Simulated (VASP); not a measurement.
# CaSe (F-43m) in VASP: a series of runs, part 2 of 2

VASP 6.6.1. Earlier steps stand in the parts before.

## 4. Relaxation of cell and atoms, PBE

This run uses another cell than the first one, of 34.55 Å³/atom.

File INCAR:

```
  PREC = Accurate
  ENCUT = 600
  EDIFF = 1E-7
  ISMEAR = -1
  SIGMA = 0.02
  LREAL = F
  LASPH = T
  NELM = 100
  ALGO = Normal
  ISIF = 3
  LWAVE = F
  LCHARG = F
  GGA = PE
  IBRION = 2
  NSW = 80
  EDIFFG = -0.005
```

File KPOINTS:

```
regular mesh
0
Gamma
  6 6 6
```

File POSCAR:

```
CaSe
1.0
    0.0000000000      3.2568328685      3.2568328685
    3.2568328685      0.0000000000      3.2568328685
    3.2568328685      3.2568328685      0.0000000000
Ca Se
1 1
Direct
    0.0000000000      0.0000000000      0.0000000000
    0.2500000000      0.2500000000      0.2500000000
```

Potentials or basis: VASP PAW PBE potentials, release 64 (Ca_sv, Se).

Command:

```bash
> cat potpaw_PBE.64/Ca_sv/POTCAR potpaw_PBE.64/Se/POTCAR > POTCAR
> mpirun -np 1 vasp_std > vasp.out
```

OUTCAR:

```text
PREC = Accurate
   ENCUT = 600
   EDIFF = 1E-7
   ISMEAR = -1
   LREAL = F
   LASPH = T
   NELM = 100
   ISIF = 3
   GGA = PE
   IBRION = 2
   NSW = 80
   EDIFFG = -0.005

 ion  position               nearest neighbor table
   1  0.000  0.000  0.000-   2 2.82   2 2.82   2 2.82   2 2.82
   2  0.250  0.250  0.250-   1 2.82   1 2.82   1 2.82   1 2.82

  LATTYP: Found a face centered cubic cell.
 ALAT       =     6.5136657370

  Lattice vectors:

 A1 = (   0.0000000000,   3.2568328685,   3.2568328685)
 A2 = (   3.2568328685,   0.0000000000,   3.2568328685)
 A3 = (   3.2568328685,   3.2568328685,   0.0000000000)

Analysis of symmetry for initial positions (statically):
=====================================================================
 Subroutine PRICEL returns:
 Original cell was already a primitive cell.

[... 169 lines left out ...]
  Total        0.5720733      0.5720733      0.5720733     -0.0000000      0.0000000      0.0000000
  in kB       13.2661782     13.2661782     13.2661782     -0.0000000      0.0000000      0.0000000
  external PRESSURE =      13.2661782 kB  Pullay stress =       0.0000000 kB
[... 59 lines left out ...]
--------------------------------------- Ionic step        3  -------------------------------------------

 number of electron      16.0000001 magnetization

 Free energy of the ion-electron system (eV)
  ---------------------------------------------------
  ext. energy  EPLUGINS =         0.00000000
  ---------------------------------------------------
  free energy    TOTEN  =        -8.97002749 eV

  energy without entropy =       -8.97002749  energy(sigma->0) =       -8.97002749

 E-fermi :   0.2416     XC(G=0):  -7.5583

 val. band max:       -0.3703558120   @ k =  -0.3333   0.1667   0.0000
 cond. band min:       2.7842922523   @ k =   0.0000   0.0000   0.0000
 fundamental gap:      3.1546480643
 Fermi energy:         0.2416169671

 k-point     1 :       0.0000    0.0000    0.0000
  band No.  band energies     occupation
      1     -39.4978      2.00000
      2     -20.5109      2.00000
      3     -20.5109      2.00000
      4     -20.5109      2.00000
      5     -10.6774      2.00000
      6      -0.4578      2.00000
      7      -0.4578      2.00000
      8      -0.4578      2.00000
      9       2.7843      0.00000
     10       4.9710      0.00000
     11       4.9710      0.00000
     12       6.9386      0.00000
[... 252 lines left out ...]
  FREE ENERGIE OF THE ION-ELECTRON SYSTEM (eV)
  ---------------------------------------------------
  free  energy   TOTEN  =        -8.9700274855 eV

  energy  without entropy=       -8.9700274855  energy(sigma->0) =       -8.97002749

 reached required accuracy - stopping structural energy minimisation
```

OSZICAR:

```text
N       E                     dE             d eps       ncg     rms          rms(c)
DAV:   1     0.118519668399E+03    0.11852E+03   -0.80013E+03   384   0.132E+03
DAV:   2    -0.235137106882E+01   -0.12087E+03   -0.11500E+03   424   0.280E+02
DAV:   3    -0.890412097126E+01   -0.65527E+01   -0.64958E+01   488   0.626E+01
[... 29 lines left out ...]
DAV:   4    -0.897001187359E+01   -0.90114E-05   -0.36533E-05   484   0.709E-02    0.170E-02
DAV:   5    -0.897002822821E+01   -0.16355E-04   -0.27218E-05   676   0.301E-02    0.248E-03
DAV:   6    -0.897002791826E+01    0.30994E-06   -0.44827E-07   456   0.537E-03    0.180E-03
DAV:   7    -0.897002746609E+01    0.45218E-06   -0.23988E-07   472   0.429E-03    0.702E-04
DAV:   8    -0.897002748546E+01   -0.19372E-07   -0.25714E-08   280   0.159E-03
   3 F= -.89700275E+01 E0= -.89700275E+01  d E =-.106506E-01
```

It took 26 s on 1 thread of Intel Xeon 6975P-C (Granite Rapids), shared host; peak memory 0.24 GiB.

What came out:

```yaml
Free_energy: -8.9700 eV
Relaxed_volume: 35.87 Å³/atom
Relaxed_cell: a = 4.664 Å, b = 4.664 Å, c = 4.664 Å, α = 60.00°, β = 60.00°, γ = 60.00°
Space_group_after_relaxing_to_0.1_Å: F-43m (No. 216)
Energy_gained_by_relaxing: 5.3 meV/atom
Ionic_steps: 3
Pressure_after_relaxing: 0.0 GPa
Band_gap_on_the_k_mesh: 3.15 eV (least direct gap 3.24 eV)
```

The path:
```tsv
step	energy change (eV)	largest force (eV/Å)	pressure (GPa)	volume (Å³)
1	0.0000	0.0000	1.33	69.09
2	-0.0106	0.0000	-0.11	71.99
3	-0.0107	0.0000	0.00	71.74
```

Final structure:
```
Ca Se
1.0
     0.00000    3.29802    3.29802
     3.29802    0.00000    3.29802
     3.29802    3.29802    0.00000
Ca Se
1 1
Direct
  0.00000 0.00000 0.00000
  0.25000 0.25000 0.25000
```

A k mesh can miss the band edges.

## 5. Relaxation of cell and atoms, PBEsol

This run uses another cell than the first one, of 35.76 Å³/atom.

File INCAR:

```
SYSTEM = CaSe
  PREC = Accurate
  ENCUT = 600
  EDIFF = 1E-7
  ISMEAR = -1
  SIGMA = 0.02
  LREAL = .FALSE.
  LASPH = .TRUE.
  NELM = 60
  ALGO = Normal
  ISIF = 3
  LWAVE = .FALSE.
  LCHARG = .FALSE.
  GGA = PS
  IBRION = 2
  NSW = 80
  EDIFFG = -0.005
```

File KPOINTS:

```
regular mesh
0
G
  6 6 6
  0 0 0
```

File POSCAR:

```
CaSe
1.0
    0.0000000000      3.2946874855      3.2946874855
    3.2946874855      0.0000000000      3.2946874855
    3.2946874855      3.2946874855      0.0000000000
Ca Se
1 1
Direct
    0.0000000000      0.0000000000      0.0000000000
    0.2500000000      0.2500000000      0.2500000000
```

Command:

```bash
> cat potpaw_PBE.64/Ca_sv/POTCAR potpaw_PBE.64/Se/POTCAR > POTCAR
> mpirun -np 1 vasp_std > vasp.out
```

Run time: 24 s. Hardware: 1 thread of Intel Xeon 6975P-C (Granite Rapids), shared host; peak memory 0.24 GiB.

The run converged. Its results:

- Free energy: -9.4284 eV
- Relaxed volume: 34.50 Å³/atom
- Relaxed cell: a = 4.604 Å, b = 4.604 Å, c = 4.604 Å, α = 60.00°, β = 60.00°, γ = 60.00°
- Space group after relaxing (to 0.1 Å): F-43m (No. 216)
- Energy gained by relaxing: 4.7 meV/atom
- Ionic steps: 3
- Pressure after relaxing: 0.0 GPa
- Band gap on the k mesh: 3.13 eV (least direct gap 3.23 eV)

The path:
```tsv
step	energy change (eV)	largest force (eV/Å)	pressure (GPa)	volume (Å³)
1	0.0000	0.0000	-1.16	71.53
2	-0.0094	0.0000	0.06	68.88
3	-0.0094	0.0000	0.01	69.00
```

Final structure:
```cif
data_structure
_symmetry_space_group_name_H-M 'P 1'
_symmetry_Int_Tables_number 1
_cell_length_a 4.6039
_cell_length_b 4.6039
_cell_length_c 4.6039
_cell_angle_alpha 60.000
_cell_angle_beta 60.000
_cell_angle_gamma 60.000
_cell_volume 69.00
loop_
_atom_site_label
_atom_site_type_symbol
_atom_site_fract_x
_atom_site_fract_y
_atom_site_fract_z
_atom_site_occupancy
Ca1 Ca 0.00000 0.00000 0.00000 1
Se1 Se 0.25000 0.25000 0.25000 1
```

Levels at points of the mesh, in eV from the valence-band top:
```
           k point  band 5  band 6  band 7  band 8  band 9  band 10  band 11  band 12
(0.00, 0.00, 0.00)  -10.36   -0.10   -0.10   -0.10    3.13     5.41     5.41     7.52
(0.50, 0.00, 0.00)  -10.08   -1.27   -0.01   -0.01    5.07     5.52     5.52     5.82
(0.50, 0.50, 0.00)   -9.99   -1.30   -0.03   -0.03    3.45     4.98     6.18     6.18
```

Caveat: the PAW data sets were made with another functional, which shifts forces and pressure a little.

## 6. Summary

| task | level | cell | cutoff (eV) | smearing | gap on the mesh (eV) | pressure (GPa) | relaxed volume (Å³/atom) |
| --- | --- | --- | --- | --- | --- | --- | --- |
| single point | r2SCAN | a = 4.638 Å, angles 60.0°, 2 atoms | 520 | fermi-dirac 0.02 eV | 3.69 | 0.2 | - |
| single point | r2SCAN | a = 4.638 Å, angles 60.0°, 2 atoms | 520 | gaussian 0.01 eV | 3.69 | 0.2 | - |
| relaxation of cell and atoms | PBE | relaxed from a = 4.606 Å, angles 60.0°, 2 atoms | 600 | fermi-dirac 0.02 eV | 3.15 | 0.0 | 35.87 |
| relaxation of cell and atoms | PBEsol | relaxed from a = 4.659 Å, angles 60.0°, 2 atoms | 600 | fermi-dirac 0.02 eV | 3.13 | 0.0 | 34.50 |

Alike in all rows: potentials or basis VASP PAW PBE potentials, release 64 (Ca_sv, Se); no spin polarisation; k mesh 6 × 6 × 6.

Caveats: the PAW data sets were made with another functional, which shifts forces and pressure a little (at least some runs).

Total energies depend on the potentials used, so only differences within one code and one set of settings carry meaning.
